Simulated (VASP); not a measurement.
Input of a VASP 6.6.1 run:

Contents of INCAR:

```
  PREC = Accurate
  ENCUT = 520
  EDIFF = 1E-6
  ISMEAR = 0
  SIGMA = 0.1
  LREAL = False
  LASPH = True
  NELM = 60
  ALGO = Normal
  ISIF = 2
  LWAVE = False
  LCHARG = False
  GGA = PE
  NBANDS = 20
```

The input KPOINTS:

```
Automatic mesh
0
Gamma
  12 12 6
```

File POSCAR:

```
Si2B
1.0
    3.2911238484      0.0000000000      0.0000000000
    0.0000000000      3.2911238484      0.0000000000
    0.0000000000      0.0000000000      6.4621338274
Si B
4 2
Direct
    0.0000000000      0.0000000000      0.0000000000
    0.5000000000      0.5000000000      0.0000000000
    0.5000000000      0.0000000000      0.6378502622
    0.0000000000      0.5000000000      0.3621497378
    0.5000000000      0.0000000000      0.3157420826
    0.0000000000      0.5000000000      0.6842579174
```

Potentials or basis: VASP PAW PBE potentials, release 64 (Si, B).

Launch:

```console
$ cat potpaw_PBE.64/Si/POTCAR potpaw_PBE.64/B/POTCAR > POTCAR
$ mpirun -np 1 vasp_std > vasp.out
```

Estimate the pressure.

-0.1 GPa.

What does it give for the band gap on the k mesh?

Zero (bands 11 and 12 overlap by 6.71 eV).

Forces on the atoms (eV/Å):
```
Si   0.000  0.000  0.000
Si   0.000  0.000  0.000
Si   0.000  0.000  0.002
Si   0.000  0.000 -0.002
B    0.000  0.000 -0.002
B    0.000  0.000  0.002
```
